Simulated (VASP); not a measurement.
# CdGeAs2 (I-42d) in VASP: notebook

Runs on CdGeAs2. Level: PBEsol. Tasks: single point.

All numbers are computed with VASP 6.6.1; they aren't measurements. Logs are shortened: lines on timing, memory, paths and dates and some standing lists are left out, and cuts for length are marked.

## (1) The cell of the first run

The structure is tetragonal, space group I-42d (No. 122). The conventional cell has a = 5.730 Å, b = 5.730 Å, c = 10.745 Å, α = 90.00°, β = 90.00°, γ = 90.00°. Within 3.3 Å of Cd (site symmetry -4) lie 4 As at 2.52 Å. As (site symmetry 2) has 2 Ge at 2.35 Å and 2 Cd at 2.52 Å within 3.1 Å. Ge (site symmetry -4) has 4 As at 2.35 Å within 3.1 Å.

## (2) Single point, PBEsol

Input file INCAR:

```
  ALGO = Normal
  EDIFF = 1E-7
  ENCUT = 520
  GGA = PS
  ISIF = 2
  ISMEAR = -1
  LASPH = True
  LCHARG = False
  LREAL = False
  LWAVE = False
  NBANDS = 46
  NELM = 100
  PREC = Accurate
  SIGMA = 0.05
```

Input file KPOINTS:

```
k-points
0
Gamma
  6 6 6
```

Input file POSCAR:

```
CdGeAs2
1.0
   -2.8649607429      2.8649607429      5.3726169379
    2.8649607429     -2.8649607429      5.3726169379
    2.8649607429      2.8649607429     -5.3726169379
Cd As Ge
2 4 2
Direct
    0.5000000000      0.5000000000      0.0000000000
    0.2500000000      0.7500000000      0.5000000000
    0.1006703764      0.1250000000      0.4756703764
    0.3750000000      0.8993296236      0.0243296236
    0.6493296236      0.6250000000      0.5243296236
    0.8750000000      0.3506703764      0.9756703764
    0.7500000000      0.2500000000      0.5000000000
    0.0000000000      0.0000000000      0.0000000000
```

Potentials or basis: VASP PAW PBE potentials, release 64 (Cd, As, Ge_d).

Started as:

```console
cat potpaw_PBE.64/Cd/POTCAR potpaw_PBE.64/As/POTCAR potpaw_PBE.64/Ge_d/POTCAR > POTCAR
mpirun -np 1 vasp_std > vasp.out
```

OUTCAR:

```text
EDIFF = 1E-7
   ENCUT = 520
   GGA = PS
   ISIF = 2
   ISMEAR = -1
   LASPH = True
   LREAL = False
   NELM = 100
   PREC = Accurate

 ion  position               nearest neighbor table
   1  0.500  0.500  0.000-   5 2.52   4 2.52   6 2.52   3 2.52
   2  0.250  0.750  0.500-   4 2.52   5 2.52   3 2.52   6 2.52
   3  0.101  0.125  0.476-   7 2.35   8 2.35   1 2.52   2 2.52
   4  0.375  0.899  0.024-   7 2.35   8 2.35   1 2.52   2 2.52
   5  0.649  0.625  0.524-   7 2.35   8 2.35   2 2.52   1 2.52
   6  0.875  0.351  0.976-   7 2.35   8 2.35   2 2.52   1 2.52
   7  0.750  0.250  0.500-   3 2.35   4 2.35   5 2.35   6 2.35
   8  0.000  0.000  0.000-   3 2.35   4 2.35   5 2.35   6 2.35

  LATTYP: Found a body centered tetragonal cell.
 ALAT       =     5.7299214858
 C/A-ratio  =     1.8752846618

  Lattice vectors:

 A1 = (  -2.8649607429,   2.8649607429,   5.3726169379)
 A2 = (   2.8649607429,  -2.8649607429,   5.3726169379)
 A3 = (   2.8649607429,   2.8649607429,  -5.3726169379)

Analysis of symmetry for initial positions (statically):
=====================================================================
 Subroutine PRICEL returns:
 Original cell was already a primitive cell.

 Routine SETGRP: Setting up the symmetry group for a
 body centered tetragonal supercell.

 Subroutine GETGRP returns: Found  8 space group operations
 (whereof  4 operations were pure point group operations)
 out of a pool of 16 trial point group operations.

The static configuration has the point symmetry S_4 .
 The point group associated with its full space group is D_2d.

Analysis of symmetry for dynamics (positions and initial velocities):
=====================================================================
 Subroutine PRICEL returns:
 Original cell was already a primitive cell.

 Routine SETGRP: Setting up the symmetry group for a
 body centered tetragonal supercell.

 Subroutine GETGRP returns: Found  8 space group operations
 (whereof  4 operations were pure point group operations)
 out of a pool of 16 trial point group operations.

The dynamic configuration has the point symmetry S_4 .
 The point group associated with its full space group is D_2d.

 Subroutine INISYM returns: Found  8 space group operations
 (whereof  4 operations are pure point group operations),
 and found     1 'primitive' translations

----------------------------------------------------------------------------------------

                                     Primitive cell

  volume of cell :     176.3938

  direct lattice vectors                    reciprocal lattice vectors
    -2.864960743  2.864960743  5.372616938     0.000000000  0.174522461  0.093064517
     2.864960743 -2.864960743  5.372616938     0.174522461  0.000000000  0.093064517
     2.864960743  2.864960743 -5.372616938     0.174522461  0.174522461  0.000000000

  length of vectors
     6.729116798  6.729116798  6.729116798     0.197785474  0.197785474  0.246812032

  position of ions in fractional coordinates (direct lattice)
     0.500000000  0.500000000  0.000000000
     0.250000000  0.750000000  0.500000000
     0.100670376  0.125000000  0.475670376
     0.375000000  0.899329624  0.024329624
     0.649329624  0.625000000  0.524329624
     0.875000000  0.350670376  0.975670376
     0.750000000  0.250000000  0.500000000
     0.000000000  0.000000000  0.000000000

  ion indices of the primitive-cell ions
   primitive index   ion index
                 1           1
                 2           2
                 3           3
                 4           4
                 5           5
                 6           6
                 7           7
                 8           8

----------------------------------------------------------------------------------------

 KPOINTS: k-points

Automatic generation of k-mesh.
 Grid dimensions read from file:
 generate k-points for:    6    6    6

 Generating k-lattice:

  Cartesian coordinates                     Fractional coordinates (reciprocal lattice)
     0.000000000  0.029087077  0.015510753     0.166666667  0.000000000  0.000000000
     0.029087077  0.000000000  0.015510753     0.000000000  0.166666667  0.000000000
     0.029087077  0.029087077  0.000000000     0.000000000  0.000000000  0.166666667

  Length of vectors
     0.032964246  0.032964246  0.041135339

  Shift w.r.t. Gamma in fractional coordinates (k-lattice)
     0.000000000  0.000000000  0.000000000

 Subroutine IBZKPT returns following result:
 ===========================================

 Found     30 irreducible k-points:

 Following reciprocal coordinates:
            Coordinates               Weight
  0.000000  0.000000  0.000000      1.000000
  0.166667  0.000000  0.000000      8.000000
  0.333333  0.000000  0.000000      8.000000
  0.500000  0.000000  0.000000      4.000000
  0.166667  0.166667  0.000000      8.000000
  0.333333  0.166667  0.000000     16.000000
[... 16 lines left out ...]
 -0.333333 -0.333333  0.166667      8.000000
 -0.166667 -0.333333  0.166667      8.000000
 [... further k-points ...]
   k-points           NKPTS =     30   k-points in BZ     NKDIM =     30   number of bands    NBANDS=     46
   number of dos      NEDOS =    301   number of ions     NIONS =      8
   total plane-waves  NPLWV = 125000
   dimension x,y,z NGX =    50 NGY =   50 NGZ =   50
   dimension x,y,z NGXF=   100 NGYF=  100 NGZF=  100
   ions per type =               2   4   2
   NGX,Y,Z   is equivalent  to a cutoff of  12.35, 12.35, 12.35 a.u.
   NGXF,Y,Z  is equivalent  to a cutoff of  24.71, 24.71, 24.71 a.u.
 SYSTEM =  unknown system
   PREC   = accura    normal or accurate (medium, high low for compatibility)
   ISTART =      0    job   : 0-new  1-cont  2-samecut
   ICHARG =      2    charge: 1-file 2-atom 10-const
   ISPIN  =      1    spin polarized calculation?
   LNONCOLLINEAR =      F non collinear calculations
   LSORBIT =      F    spin-orbit coupling
   LASPH  =      T    aspherical Exc in radial PAW
   ENCUT  =  520.0 eV  38.22 Ry    6.18 a.u.  12.51 12.51 12.51*2*pi/ulx,y,z
   NELM   =    100;   NELMIN=  2; NELMDL= -5     # of ELM steps
   EDIFF  = 0.1E-06   stopping-criterion for ELM
   LREAL  =      F    real-space projection
   EDIFFG = 0.1E-05   stopping-criterion for IOM
   NSW    =      0    number of steps for IOM
   IBRION =     -1    ionic relax: 0-MD 1-quasi-New 2-CG
   NFREE  =      0    steps in history (QN), initial steepest desc. (CG)
   ISIF   =      2    stress and relaxation
   ISYM   =      2    0-nonsym 1-usesym 2-fastsym
   POTIM  = 0.5000    time-step for ionic-motion
   TEBEG  =    0.0;   TEEND  =   0.0 temperature during run
   PSTRESS=    0.0 pullay stress
   NELECT =      72.0000    total number of electrons
   NUPDOWN=      -1.0000    fix difference up-down
   EMIN   =  10.00;   EMAX   =-10.00  energy-range for DOS
   EFERMI =   0.00;   METHOD = LEGACY
   ISMEAR =    -1;   SIGMA  =   0.05  broadening in eV -4-tet -1-fermi 0-gaus
   EFERMI_NEDOS =   21; number of points for ismear=-14 and -15
   IALGO  =     38    algorithm
   IMIX   =      4    mixing-type and parameters
     AMIX     =   0.40;   BMIX     =  1.00
     AMIX_MAG =   1.60;   BMIX_MAG =  1.00
  volume/ion in A,a.u.               =      22.05       148.80
  Fermi-wavevector in a.u.,A,eV,Ry     =   1.214389  2.294863 20.065074  1.474741
  Thomas-Fermi vector in A             =   2.349811
   LORBIT       =      0    0 simple, 1 ext, 2 COOP (PROOUT), +10 PAW based schemes
   GGA     = PS    functional components
   LHFCALC =     F    Hartree Fock is set to
   AEXX    =    0.0000 exact exchange contribution
   IVDW    =     0    specifies the selected vdW correction
   LEPSILON=     F    determine dielectric tensor
   LRPA    =     F    only Hartree local field effects (RPA)
 non-spin polarized calculation
  energy-cutoff  :      520.00
  volume of cell :      176.39
 maximum number of plane-waves:      4787
   NGX = 25   NGY = 25   NGZ = 25

 number of electron      71.9999998 magnetization

 Free energy of the ion-electron system (eV)
  ---------------------------------------------------
  ext. energy  EPLUGINS =         0.00000000
  ---------------------------------------------------
  free energy    TOTEN  =       -32.42941914 eV

  energy without entropy =      -32.42930971  energy(sigma->0) =      -32.42936442

 E-fermi :   4.4283     XC(G=0): -10.1375

 val. band max:        4.2410914868   @ k =   0.0000   0.0000   0.0000
 cond. band min:       4.6132000639   @ k =   0.0000   0.0000   0.0000
 fundamental gap:      0.3721085771
 Fermi energy:         4.4283034089

 k-point     1 :       0.0000    0.0000    0.0000
  band No.  band energies     occupation
      1     -20.9409      2.00000
      2     -20.9409      2.00000
      3     -20.9394      2.00000
      4     -20.9321      2.00000
      5     -20.9289      2.00000
      6     -20.9289      2.00000
[... 38 lines left out ...]
     45       9.0970      0.00000
     46       9.3797      0.00000

 k-point     2 :       0.1667    0.0000    0.0000
  band No.  band energies     occupation
      1     -20.9411      2.00000
      2     -20.9404      2.00000
      3     -20.9392      2.00000
      4     -20.9322      2.00000
      5     -20.9295      2.00000
      6     -20.9287      2.00000
[... 38 lines left out ...]
     45       9.0788      0.00000
     46       9.5821      0.00000

 k-point     3 :       0.3333    0.0000    0.0000
  band No.  band energies     occupation
      1     -20.9415      2.00000
      2     -20.9396      2.00000
      3     -20.9385      2.00000
      4     -20.9325      2.00000
      5     -20.9309      2.00000
      6     -20.9283      2.00000
[... 1018 lines left out ...]
     45       9.0238      0.00000
     46       9.6360      0.00000

 k-point    24 :      -0.1667   -0.3333    0.1667
  band No.  band energies     occupation
      1     -20.9416      2.00000
      2     -20.9410      2.00000
      3     -20.9383      2.00000
      4     -20.9331      2.00000
      5     -20.9289      2.00000
      6     -20.9282      2.00000
[... 38 lines left out ...]
     45       8.6609      0.00000
     46       9.2514      0.00000

 [... further k-points ...]

------------------------ aborting loop because EDIFF is reached ----------------------------------------

  FORCE on cell =-STRESS in cart. coord.  units (eV):
  Direction    XX          YY          ZZ          XY          YZ          ZX
  --------------------------------------------------------------------------------------
  -------------------------------------------------------------------------------------
  Total       11.5234868     11.5234868     11.4825324      0.0000000     -0.0000000     -0.0000000
  in kB      104.6673603    104.6673603    104.2953736      0.0000000     -0.0000000     -0.0000000
  external PRESSURE =     104.5433647 kB  Pullay stress =       0.0000000 kB

 VOLUME and BASIS-vectors are now :
 -----------------------------------------------------------------------------
  energy-cutoff  :      520.00
  volume of cell :      176.39
      direct lattice vectors                 reciprocal lattice vectors
    -2.864960743  2.864960743  5.372616938     0.000000000  0.174522461  0.093064517
     2.864960743 -2.864960743  5.372616938     0.174522461  0.000000000  0.093064517
     2.864960743  2.864960743 -5.372616938     0.174522461  0.174522461  0.000000000

 POSITION                                       TOTAL-FORCE (eV/Angst)
 -----------------------------------------------------------------------------------
      0.00000      0.00000      5.37262         0.000000     -0.000000     -0.000000
      2.86496     -0.00000      2.68631         0.000000     -0.000000     -0.000000
      1.43248      1.29307     -1.34315        -0.000000     -0.019575     -0.000000
      1.57189     -1.43248      6.71577         0.019575      0.000000      0.000000
      1.43248      1.57189      4.02946         0.000000      0.019575      0.000000
      1.29307      4.29744      1.34315        -0.019575     -0.000000     -0.000000
     -0.00000      2.86496      2.68631         0.000000     -0.000000      0.000000
      0.00000      0.00000      0.00000         0.000000      0.000000      0.000000
 -----------------------------------------------------------------------------------
    total drift:                                0.000002      0.000002      0.000004

  FREE ENERGIE OF THE ION-ELECTRON SYSTEM (eV)
  ---------------------------------------------------
  free  energy   TOTEN  =       -32.4294191430 eV

  energy  without entropy=      -32.4293097057  energy(sigma->0) =      -32.42936442
```

Run time: 2.5 min. Hardware: 1 thread of Intel Xeon 6975P-C (Granite Rapids), shared host; peak memory 0.47 GiB.

What came out:

- Free energy: -32.4294 eV
- Pressure: 10.5 GPa
- Largest force: 0.020 eV/Å
- Band gap on the k mesh: 0.37 eV

Forces on the atoms (eV/Å):
```
Cd   0.000  0.000  0.000
Cd   0.000  0.000  0.000
As   0.000 -0.020  0.000
As   0.020  0.000  0.000
As   0.000  0.020  0.000
As  -0.020  0.000  0.000
Ge   0.000  0.000  0.000
Ge   0.000  0.000  0.000
```

Caveat: the cell stands under pressure; the PAW data sets were made with another functional, which shifts forces and pressure a little. A k mesh can miss the band edges.

## (3) Single point, PBEsol

This run uses another cell than the first one, of 23.27 Å³/atom.

Input file INCAR:

```
PREC     = Accurate       # precision mode
ENCUT    = 520            # plane-wave cutoff, eV
EDIFF    = 1E-7           # SCF threshold, eV
ISMEAR   = -1             # smearing method
SIGMA    = 0.05           # smearing width, eV
LREAL    = F              # projectors in reciprocal space
LASPH    = T              # aspherical terms in the spheres
NELM     = 100            # most SCF steps
ALGO     = Normal         # electronic algorithm
ISIF     = 2              # what is computed and relaxed
LWAVE    = F              # write WAVECAR
LCHARG   = F              # write CHGCAR
GGA      = PS             # functional
NBANDS   = 46             # bands
```

Input file KPOINTS:

```
regular mesh
0
Gamma
  6 6 6
```

Input file POSCAR:

```
CdGeAs2
1.0
   -2.9092554175      2.9092554175      5.4995432390
    2.9092554175     -2.9092554175      5.4995432390
    2.9092554175      2.9092554175     -5.4995432390
Cd As Ge
2 4 2
Direct
    0.5000000000      0.5000000000      0.0000000000
    0.2500000000      0.7500000000      0.5000000000
    0.1003209629      0.1250000000      0.4753209629
    0.3750000000      0.8996790371      0.0246790371
    0.6496790371      0.6250000000      0.5246790371
    0.8750000000      0.3503209629      0.9753209629
    0.7500000000      0.2500000000      0.5000000000
    0.0000000000      0.0000000000      0.0000000000
```

Potentials or basis: VASP PAW PBE potentials, release 64 (Cd, As, Ge_d).

Started as:

```console
cat potpaw_PBE.64/Cd/POTCAR potpaw_PBE.64/As/POTCAR potpaw_PBE.64/Ge_d/POTCAR > POTCAR
mpirun -np 1 vasp_std > vasp.out
```

Wall time 3.1 min (1 thread of Intel Xeon 6975P-C (Granite Rapids), shared host); peak memory 0.54 GiB.

It converged, with:

| Item | Value |
| --- | --- |
| Free energy | -32.9056 eV |
| Pressure | 5.3 GPa |
| Largest force | 0.015 eV/Å |
| Band gap on the k mesh | 0.07 eV |

Forces in eV/Å, atoms in the order of the input:
```
Cd   0.000  0.000  0.000
Cd   0.000  0.000  0.000
As   0.000 -0.015  0.000
As   0.015  0.000  0.000
As   0.000  0.015  0.000
As  -0.015  0.000  0.000
Ge   0.000  0.000  0.000
Ge   0.000  0.000  0.000
```

Levels at points of the mesh, in eV from the valence-band top:
| k point | band 33 | band 34 | band 35 | band 36 | band 37 | band 38 | band 39 | band 40 |
| --- | --- | --- | --- | --- | --- | --- | --- | --- |
| (0.00, 0.00, 0.00) | -2.58 | -0.25 | -0.25 | 0.00 | 0.07 | 0.96 | 1.49 | 2.82 |
| (0.50, 0.00, 0.00) | -2.43 | -1.85 | -1.54 | -0.93 | 1.90 | 1.99 | 2.54 | 3.37 |
| (0.50, 0.50, 0.00) | -1.35 | -1.35 | -0.78 | -0.78 | 0.65 | 0.65 | 2.44 | 2.44 |
| (0.50, 0.50, 0.50) | -2.16 | -2.16 | -1.31 | -1.31 | 1.16 | 1.16 | 1.33 | 1.33 |

Caveat: the cell stands under pressure; the PAW data sets were made with another functional, which shifts forces and pressure a little.
